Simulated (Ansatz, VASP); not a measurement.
## Two plane-wave programs on HfSn3O8

```
Hf Sn O
1.0
    -0.00025   -4.02230    0.00054
    -5.65781    2.01073   -0.00369
     2.86687    0.00122   -7.51897
Hf Sn O
1 3 8
Direct
  0.87987 0.75972 0.93809
  0.62371 0.24744 0.56210
  0.62972 0.25945 0.06279
  0.87337 0.74674 0.43710
  0.43043 0.86083 0.96313
  0.82516 0.65031 0.66365
  0.82883 0.65763 0.16188
  0.42305 0.84611 0.46171
  0.67417 0.34837 0.33694
  0.08168 0.16335 0.03879
  0.07392 0.14787 0.53718
  0.67684 0.35370 0.83664
```

Change from the starting cell: cell x1, atoms moved at random (sigma 0.1 Å) and cell strained at random (1.5 %), then relaxed without symmetry.

Alike in both runs: functional PBE; k mesh 4 × 4 × 2; occupations gaussian, width 0.1 eV; no spin polarisation.

Ansatz relaxed the structure, and its values are those at the end. VASP's run is a single point on that final structure, the one shown.

|  | VASP | Ansatz |
| --- | --- | --- |
| version | VASP 6.6.1 | Ansatz 0.2.0 |
| potentials or method | VASP PAW PBE potentials, release 64 (Hf_pv, Sn_d, O), cutoff 520 eV | scalar-relativistic, plane waves, PAW |
| valence electrons in the cell | 100 | 116 |

Ansatz gave:

| Property | Result |
| --- | --- |
| gap on the k mesh at the Fermi level (eV) | 2.10 |
| least direct gap on the mesh (eV) | 2.37 |
| pressure (GPa) | 0.0 |
| rms of the force components (eV/Å) | 0.002 |

Task: Which values does VASP return?

Result: gap on the k mesh at the Fermi level (eV): 2.09; least direct gap on the mesh (eV): 2.36; pressure (GPa): -0.2; rms of the force components (eV/Å): 0.058.

With one functional, cell and mesh, what is left measures potentials, basis and numerics. VASP's potentials hold 100 valence electrons a cell and Ansatz's 116, so a difference there can come from the potentials and not from the codes.

Neither program's run includes spin-orbit coupling.
